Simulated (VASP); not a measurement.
# Bi2Te2Pb2S3 (P-3m1) in VASP: relaxation of the atoms with PBE

Aim: the relaxation of the atoms of Bi2Te2Pb2S3 with PBE.

Program: VASP 6.6.1. These are calculated values, not measurements. Logs are shortened: lines on timing, memory, paths and dates and some standing lists are left out, and cuts for length are marked.

## (1) The cell of the first run

Symmetry: P-3m1, No. 164, trigonal system. Conventional cell: a = 4.258 Å, b = 4.258 Å, c = 16.943 Å, α = 90.00°, β = 90.00°, γ = 120.00°. Bi (site symmetry 3m) has 3 S at 3.02 Å and 3 Te at 3.04 Å within 4.0 Å. Within 4.0 Å of Te (site symmetry 3m) lie 3 Bi at 3.04 Å and 3 Te at 3.90 Å. Pb (site symmetry 3m) has 6 S at 2.99 to 3.00 Å within 3.9 Å. Within 3.9 Å of S (site symmetry 3m) lie 3 Pb at 2.99 Å and 3 Bi at 3.02 Å. Within 3.9 Å of S (site symmetry -3m) lie 6 Pb at 3.00 Å.

## (2) Relaxation of the atoms, PBE

File INCAR:

```
ALGO = Normal ; EDIFF = 1E-6
EDIFFG = -0.02 ; ENCUT = 520
GGA = PE ; IBRION = 2
ISIF = 2 ; ISMEAR = -1
KPAR = 4 ; LASPH = True
LCHARG = False ; LREAL = False
LWAVE = False ; NELM = 100
NSW = 80 ; PREC = Accurate
SIGMA = 0.02
```

File KPOINTS:

```
k-points
0
Gamma
  8 8 2
```

File POSCAR:

```
Bi2Te2Pb2S3
1.0
    4.2578790273      0.0000000000      0.0000000000
   -2.1289395137      3.6874314039      0.0000000000
    0.0000000000      0.0000000000     16.9431000000
Bi Te Pb S
2 2 2 3
Direct
    0.0000000000      0.0000000000      0.1947700000
    0.0000000000      0.0000000000      0.8052300000
    0.3333333333      0.6666666667      0.9106000000
    0.6666666667      0.3333333333      0.0894000000
    0.3333333333      0.6666666667      0.6012300000
    0.6666666667      0.3333333333      0.3987700000
    0.3333333333      0.6666666667      0.2981700000
    0.6666666667      0.3333333333      0.7018300000
    0.0000000000      0.0000000000      0.5000000000
```

Potentials or basis: VASP PAW PBE potentials, release 64 (Bi_d, Te, Pb_d, S).

The run is started by

```bash
cat potpaw_PBE.64/Bi_d/POTCAR potpaw_PBE.64/Te/POTCAR potpaw_PBE.64/Pb_d/POTCAR potpaw_PBE.64/S/POTCAR > POTCAR
mpirun -np 4 vasp_std > vasp.out
```

OUTCAR:

```text
EDIFF = 1E-6
   EDIFFG = -0.02
   ENCUT = 520
   GGA = PE
   IBRION = 2
   ISIF = 2
   ISMEAR = -1
   LASPH = True
   LREAL = False
   NELM = 100
   NSW = 80
   PREC = Accurate

 ion  position               nearest neighbor table
   1  0.000  0.000  0.195-   7 3.02   7 3.02   7 3.02   4 3.04   4 3.04   4 3.04
   2  0.000  0.000  0.805-   8 3.02   8 3.02   8 3.02   3 3.04   3 3.04   3 3.04
   3  0.333  0.667  0.911-   2 3.04   2 3.04   2 3.04
   4  0.667  0.333  0.089-   1 3.04   1 3.04   1 3.04
   5  0.333  0.667  0.601-   8 2.99   8 2.99   8 2.99   9 3.00   9 3.00   9 3.00
   6  0.667  0.333  0.399-   7 2.99   7 2.99   7 2.99   9 3.00   9 3.00   9 3.00
   7  0.333  0.667  0.298-   6 2.99   6 2.99   6 2.99   1 3.02   1 3.02   1 3.02
   8  0.667  0.333  0.702-   5 2.99   5 2.99   5 2.99   2 3.02   2 3.02   2 3.02
   9  0.000  0.000  0.500-   5 3.00   6 3.00   6 3.00   5 3.00   6 3.00   5 3.00

  LATTYP: Found a hexagonal cell.
 ALAT       =     4.2578790273
 C/A-ratio  =     3.9792347061

  Lattice vectors:

 A1 = (   4.2578790273,   0.0000000000,   0.0000000000)
 A2 = (  -2.1289395137,   3.6874314039,   0.0000000000)
 A3 = (   0.0000000000,   0.0000000000,  16.9431000000)

Analysis of symmetry for initial positions (statically):
=====================================================================
 Subroutine PRICEL returns:
 Original cell was already a primitive cell.

 Routine SETGRP: Setting up the symmetry group for a
 hexagonal supercell.

 Subroutine GETGRP returns: Found 12 space group operations
 (whereof 12 operations were pure point group operations)
 out of a pool of 24 trial point group operations.

The static configuration has the point symmetry D_3d.

Analysis of symmetry for dynamics (positions and initial velocities):
=====================================================================
 Subroutine PRICEL returns:
 Original cell was already a primitive cell.

 Routine SETGRP: Setting up the symmetry group for a
 hexagonal supercell.

 Subroutine GETGRP returns: Found 12 space group operations
 (whereof 12 operations were pure point group operations)
 out of a pool of 24 trial point group operations.

The dynamic configuration has the point symmetry D_3d.

 Subroutine INISYM returns: Found 12 space group operations
 (whereof 12 operations are pure point group operations),
 and found     1 'primitive' translations

----------------------------------------------------------------------------------------

                                     Primitive cell

  volume of cell :     266.0175

  direct lattice vectors                    reciprocal lattice vectors
     4.257879027  0.000000000  0.000000000     0.234858716  0.135595743  0.000000000
    -2.128939514  3.687431404  0.000000000     0.000000000  0.271191485  0.000000000
     0.000000000  0.000000000 16.943100000     0.000000000  0.000000000  0.059021076

  length of vectors
     4.257879027  4.257879027 16.943100000     0.271191485  0.271191485  0.059021076

  position of ions in fractional coordinates (direct lattice)
     0.000000000  0.000000000  0.194770000
     0.000000000  0.000000000  0.805230000
     0.333333333  0.666666667  0.910600000
     0.666666667  0.333333333  0.089400000
     0.333333333  0.666666667  0.601230000
     0.666666667  0.333333333  0.398770000
     0.333333333  0.666666667  0.298170000
     0.666666667  0.333333333  0.701830000
     0.000000000  0.000000000  0.500000000

  ion indices of the primitive-cell ions
   primitive index   ion index
                 1           1
                 2           2
                 3           3
                 4           4
                 5           5
                 6           6
                 7           7
                 8           8
                 9           9

----------------------------------------------------------------------------------------

 KPOINTS: k-points

Automatic generation of k-mesh.
 Grid dimensions read from file:
 generate k-points for:    8    8    2

 Generating k-lattice:

  Cartesian coordinates                     Fractional coordinates (reciprocal lattice)
     0.029357339  0.016949468  0.000000000     0.125000000  0.000000000  0.000000000
     0.000000000  0.033898936  0.000000000     0.000000000  0.125000000  0.000000000
     0.000000000  0.000000000  0.029510538     0.000000000  0.000000000  0.500000000

  Length of vectors
     0.033898936  0.033898936  0.029510538

  Shift w.r.t. Gamma in fractional coordinates (k-lattice)
     0.000000000  0.000000000  0.000000000

 Subroutine IBZKPT returns following result:
 ===========================================

 Found     20 irreducible k-points:

 Following reciprocal coordinates:
            Coordinates               Weight
  0.000000  0.000000  0.000000      1.000000
  0.125000  0.000000  0.000000      6.000000
  0.250000  0.000000  0.000000      6.000000
  0.375000 -0.000000  0.000000      6.000000
  0.500000  0.000000  0.000000      3.000000
  0.125000  0.125000  0.000000      6.000000
[... 12 lines left out ...]
  0.250000  0.250000  0.500000      6.000000
  0.375000  0.250000  0.500000      6.000000
   k-points           NKPTS =     20   k-points in BZ     NKDIM =     20   number of bands    NBANDS=     52
   number of dos      NEDOS =    301   number of ions     NIONS =      9
   total plane-waves  NPLWV = 129024
   dimension x,y,z NGX =    32 NGY =   32 NGZ =  126
   dimension x,y,z NGXF=    64 NGYF=   64 NGZF=  252
   ions per type =               2   2   2   3
   NGX,Y,Z   is equivalent  to a cutoff of  12.49, 12.49, 12.36 a.u.
   NGXF,Y,Z  is equivalent  to a cutoff of  24.99, 24.99, 24.73 a.u.
 SYSTEM =  unknown system
   PREC   = accura    normal or accurate (medium, high low for compatibility)
   ISTART =      0    job   : 0-new  1-cont  2-samecut
   ICHARG =      2    charge: 1-file 2-atom 10-const
   ISPIN  =      1    spin polarized calculation?
   LNONCOLLINEAR =      F non collinear calculations
   LSORBIT =      F    spin-orbit coupling
   LASPH  =      T    aspherical Exc in radial PAW
   ENCUT  =  520.0 eV  38.22 Ry    6.18 a.u.   7.92  7.92 31.50*2*pi/ulx,y,z
   NELM   =    100;   NELMIN=  2; NELMDL= -5     # of ELM steps
   EDIFF  = 0.1E-05   stopping-criterion for ELM
   LREAL  =      F    real-space projection
   EDIFFG = -.2E-01   stopping-criterion for IOM
   NSW    =     80    number of steps for IOM
   IBRION =      2    ionic relax: 0-MD 1-quasi-New 2-CG
   NFREE  =      1    steps in history (QN), initial steepest desc. (CG)
   ISIF   =      2    stress and relaxation
   ISYM   =      2    0-nonsym 1-usesym 2-fastsym
   POTIM  = 0.5000    time-step for ionic-motion
   TEBEG  =    0.0;   TEEND  =   0.0 temperature during run
   PSTRESS=    0.0 pullay stress
   NELECT =      88.0000    total number of electrons
   NUPDOWN=      -1.0000    fix difference up-down
   EMIN   =  10.00;   EMAX   =-10.00  energy-range for DOS
   EFERMI =   0.00;   METHOD = LEGACY
   ISMEAR =    -1;   SIGMA  =   0.02  broadening in eV -4-tet -1-fermi 0-gaus
   EFERMI_NEDOS =   21; number of points for ismear=-14 and -15
   IALGO  =     38    algorithm
   IMIX   =      4    mixing-type and parameters
     AMIX     =   0.40;   BMIX     =  1.00
     AMIX_MAG =   1.60;   BMIX_MAG =  1.00
  volume/ion in A,a.u.               =      29.56       199.46
  Fermi-wavevector in a.u.,A,eV,Ry     =   1.132224  2.139593 17.441731  1.281931
  Thomas-Fermi vector in A             =   2.268925
   LORBIT       =      0    0 simple, 1 ext, 2 COOP (PROOUT), +10 PAW based schemes
   GGA     = PE    functional components
   LHFCALC =     F    Hartree Fock is set to
   AEXX    =    0.0000 exact exchange contribution
   IVDW    =     0    specifies the selected vdW correction
   LEPSILON=     F    determine dielectric tensor
   LRPA    =     F    only Hartree local field effects (RPA)
 conjugate gradient relaxation of ions
 non-spin polarized calculation
  energy-cutoff  :      520.00
  volume of cell :      266.02
 maximum number of plane-waves:      7202
 NGX is ok and might be reduce to    32
   NGX = 15   NGY = 15   NGZ = 63

--------------------------------------- Ionic step        1  -------------------------------------------

 number of electron      87.9999984 magnetization

 Free energy of the ion-electron system (eV)
  ---------------------------------------------------
  ext. energy  EPLUGINS =         0.00000000
  ---------------------------------------------------
  free energy    TOTEN  =       -37.13559165 eV

  energy without entropy =      -37.13559107  energy(sigma->0) =      -37.13559136

------------------------ aborting loop because EDIFF is reached ----------------------------------------

  FORCE on cell =-STRESS in cart. coord.  units (eV):
  Direction    XX          YY          ZZ          XY          YZ          ZX
  --------------------------------------------------------------------------------------
  -------------------------------------------------------------------------------------
  Total        1.5026625      1.5026625      1.7611973     -0.0000000      0.0000000      0.0000000
  in kB        9.0502773      9.0502773     10.6073878     -0.0000000      0.0000000      0.0000000
  external PRESSURE =       9.5693141 kB  Pullay stress =       0.0000000 kB

 VOLUME and BASIS-vectors are now :
 -----------------------------------------------------------------------------
  energy-cutoff  :      520.00
  volume of cell :      266.02
      direct lattice vectors                 reciprocal lattice vectors
     4.257879027  0.000000000  0.000000000     0.234858716  0.135595743  0.000000000
    -2.128939514  3.687431404  0.000000000     0.000000000  0.271191485  0.000000000
     0.000000000  0.000000000 16.943100000     0.000000000  0.000000000  0.059021076
[... 130 lines left out ...]
 POSITION                                       TOTAL-FORCE (eV/Angst)
 -----------------------------------------------------------------------------------
      0.00000      0.00000      3.30512        -0.000000     -0.000000     -0.008051
     -2.12894      3.68743     13.63798         0.000000      0.000000      0.008051
     -0.00000      2.45829     15.43312         0.000000     -0.000000     -0.001112
      2.12894      1.22914      1.50998         0.000000      0.000000      0.001112
     -0.00000      2.45829     10.18699         0.000000     -0.000000     -0.006761
      2.12894      1.22914      6.75611        -0.000000      0.000000      0.006761
     -0.00000      2.45829      5.05366         0.000000      0.000000      0.022011
      2.12894      1.22914     11.88944         0.000000     -0.000000     -0.022011
      0.00000      0.00000      8.47155         0.000000      0.000000      0.000000
 -----------------------------------------------------------------------------------
    total drift:                                0.000000     -0.000000      0.000000

  FREE ENERGIE OF THE ION-ELECTRON SYSTEM (eV)
  ---------------------------------------------------
  free  energy   TOTEN  =       -37.1362532526 eV

  energy  without entropy=      -37.1362527059  energy(sigma->0) =      -37.13625298

--------------------------------------- Ionic step        5  -------------------------------------------

 number of electron      87.9999983 magnetization

 Free energy of the ion-electron system (eV)
  ---------------------------------------------------
  ext. energy  EPLUGINS =         0.00000000
  ---------------------------------------------------
  free energy    TOTEN  =       -37.13630800 eV

  energy without entropy =      -37.13630745  energy(sigma->0) =      -37.13630773

 E-fermi :   5.7596     XC(G=0):  -9.4032

 val. band max:        5.5720506438   @ k =   0.0000   0.0000   0.0000
 cond. band min:       5.9471681652   @ k =   0.0000   0.0000   0.0000
 fundamental gap:      0.3751175214
 Fermi energy:         5.7596097209

 k-point     1 :       0.0000    0.0000    0.0000
  band No.  band energies     occupation
      1     -17.4468      2.00000
      2     -17.4468      2.00000
      3     -17.4468      2.00000
      4     -17.4468      2.00000
      5     -17.4384      2.00000
      6     -17.4384      2.00000
[... 1111 lines left out ...]
 POSITION                                       TOTAL-FORCE (eV/Angst)
 -----------------------------------------------------------------------------------
      0.00000      0.00000      3.30498         0.000000      0.000000     -0.001924
      0.00000      0.00000     13.63812        -0.000000      0.000000      0.001924
     -0.00000      2.45829     15.43333         0.000000     -0.000000     -0.002273
      2.12894      1.22914      1.50977        -0.000000      0.000000      0.002273
     -0.00000      2.45829     10.18664         0.000000      0.000000     -0.006457
      2.12894      1.22914      6.75646         0.000000     -0.000000      0.006457
     -0.00000      2.45829      5.05496         0.000000     -0.000000      0.016413
      2.12894      1.22914     11.88814         0.000000      0.000000     -0.016413
      0.00000      0.00000      8.47155        -0.000000      0.000000      0.000000
 -----------------------------------------------------------------------------------
    total drift:                               -0.000000      0.000000      0.000000

  FREE ENERGIE OF THE ION-ELECTRON SYSTEM (eV)
  ---------------------------------------------------
  free  energy   TOTEN  =       -37.1363080013 eV

  energy  without entropy=      -37.1363074528  energy(sigma->0) =      -37.13630773

 reached required accuracy - stopping structural energy minimisation
```

Wall time 2.6 min (4 MPI ranks of AMD EPYC 7R13 (Zen 3), shared host); peak memory 0.53 GiB.

What came out:

* Free energy: -37.1363 eV
* Energy gained by relaxing: 0.1 meV/atom
* Ionic steps: 5
* Pressure after relaxing: 0.9 GPa
* Largest force after relaxing: 0.016 eV/Å
* Band gap on the k mesh: 0.38 eV

Forces on the atoms (eV/Å):
```
Bi   0.000  0.000 -0.002
Bi   0.000  0.000  0.002
Te   0.000  0.000 -0.002
Te   0.000  0.000  0.002
Pb   0.000  0.000 -0.006
Pb   0.000  0.000  0.006
S    0.000  0.000  0.016
S    0.000  0.000 -0.016
S    0.000  0.000  0.000
```

The path:
| step | energy change (eV) | largest force (eV/Å) | pressure (GPa) |
| --- | --- | --- | --- |
| 1 | 0.0000 | 0.0663 | 0.96 |
| 2 | -0.0006 | 0.0230 | 0.91 |
| 3 | -0.0007 | 0.0222 | 0.89 |
| 4 | -0.0007 | 0.0220 | 0.89 |
| 5 | -0.0007 | 0.0164 | 0.89 |

Final structure:
```
Bi Te Pb S
1.0
     4.25788    0.00000    0.00000
    -2.12894    3.68743    0.00000
     0.00000    0.00000   16.94310
Bi Te Pb S
2 2 2 3
Direct
  0.00000 0.00000 0.19506
  0.00000 0.00000 0.80494
  0.33333 0.66667 0.91089
  0.66667 0.33333 0.08911
  0.33333 0.66667 0.60123
  0.66667 0.33333 0.39877
  0.33333 0.66667 0.29835
  0.66667 0.33333 0.70165
  0.00000 0.00000 0.50000
```

Caveat: spin-orbit coupling is left out, which moves the levels of the heavy elements; this functional lacks dispersion, which binds layers or chains, so the pressure and a relaxed spacing across them are unreliable. A k mesh can miss the band edges.
